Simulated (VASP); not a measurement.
Here is a VASP 6.6.1 calculation.

The input INCAR:

```
SYSTEM = TePdRh2O6
  PREC = Accurate
  ENCUT = 520
  EDIFF = 1E-6
  ISMEAR = -1
  SIGMA = 0.1
  LREAL = .False.
  LASPH = .True.
  NELM = 80
  ALGO = Normal
  ISIF = 2
  LWAVE = .False.
  LCHARG = .True.
  GGA = PE
  LELF = .True.
  LVHAR = .True.
  NBANDS = 52
```

KPOINTS

```
Automatic mesh
0
Gamma
  5 5 5
  0 0 0
```

POSCAR

```
TePdRh2O6
1.0
    0.0000000000      5.5433188245      0.0000000000
    5.5433188245      0.0000000000      0.0000000000
    2.7716594123      2.7716594123     -3.9690373929
Pd O Te Rh
1 6 1 2
Direct
    0.0000000000      0.0000000000      0.0000000000
    0.1497012642      0.3487369152      0.0000000000
    0.3487369152      0.8502987358      0.0000000000
    0.8502987358      0.6512630848      0.0000000000
    0.6512630848      0.1497012642      0.0000000000
    0.2542852155      0.2542852155      0.4914295691
    0.7457147845      0.7457147845      0.5085704309
    0.5000000000      0.5000000000      0.0000000000
    0.7500000000      0.2500000000      0.5000000000
    0.2500000000      0.7500000000      0.5000000000
```

Potentials or basis: VASP PAW PBE potentials, release 64 (Pd, O, Te, Rh_pv).

The run is started by

```console
$ cat potpaw_PBE.64/Pd/POTCAR potpaw_PBE.64/O/POTCAR potpaw_PBE.64/Te/POTCAR potpaw_PBE.64/Rh_pv/POTCAR > POTCAR
$ mpirun -np 1 vasp_std > vasp.out
```

**Question.** Predict the band gap on the k mesh.

**Answer.** Zero (bands 41 and 42 overlap by 0.41 eV).

**Question.** Predict the pressure.

**Answer.** -0.2 GPa.

**Question.** Predict the largest force.

**Answer.** 0.033 eV/Å.

Forces on the atoms (eV/Å):
```
Pd   0.000  0.000  0.000
O    0.019  0.027  0.000
O   -0.027  0.019  0.000
O   -0.019 -0.027  0.000
O    0.027 -0.019  0.000
O    0.000  0.000 -0.010
O    0.000  0.000  0.010
Te   0.000  0.000  0.000
Rh   0.000  0.000  0.000
Rh   0.000  0.000  0.000
```

Caveat: spin-orbit coupling is left out, which moves the levels of the heavy elements.
